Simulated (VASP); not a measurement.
Write the native input for VASP 6.6.1 that does the following.

```
Task                   : single point
Functional             : PBE
Potentials or basis    : VASP PAW PBE potentials, release 64 (Sc_sv, Bi_d)
Cutoff                 : 520 eV
k mesh                 : 4 × 4 × 4
Occupations            : gaussian, width 0.1 eV
Spin                   : no spin polarisation
Dipole correction      : no
Further INCAR settings : ALGO = Normal; EDIFF = 1e-06; NBANDS = 36
```

The structure of ScBi3 lies in POSCAR:

```
ScBi3
1.0
   -2.3150920000      2.3150920000      5.4106620000
    2.3150920000     -2.3150920000      5.4106620000
    2.3150920000      2.3150920000     -5.4106620000
Sc Bi
1 3
Direct
    0.0000000000      0.0000000000      0.0000000000
    0.7500000000      0.2500000000      0.5000000000
    0.2500000000      0.7500000000      0.5000000000
    0.5000000000      0.5000000000      0.0000000000
```

These files were run (other wordings do the same):

INCAR

```
  ALGO = Normal
  EDIFF = 1E-6
  ENCUT = 520
  GGA = PE
  ISIF = 2
  ISMEAR = 0
  LASPH = T
  LCHARG = F
  LREAL = F
  LWAVE = F
  NBANDS = 36
  NELM = 60
  PREC = Accurate
  SIGMA = 0.1
```

KPOINTS

```
k-points
0
Gamma
  4 4 4
```

Potentials or basis: VASP PAW PBE potentials, release 64 (Sc_sv, Bi_d).

Command:

```bash
$ cat potpaw_PBE.64/Sc_sv/POTCAR potpaw_PBE.64/Bi_d/POTCAR > POTCAR
$ mpirun -np 1 vasp_std > vasp.out
```

It gave:

- Pressure: -0.2 GPa
- Band gap on the k mesh: zero (bands 28 and 29 overlap by 1.00 eV)

Caveat: the k points lie up to 0.37 Å⁻¹ apart, too coarse for converged energies and pressures of a metal; spin-orbit coupling is left out, which moves the levels of the heavy elements.

It took 82 s on 1 thread of AMD EPYC 7R43 64-Core Processor (Zen 3), with other jobs on the host, peak memory 0.29 GiB.
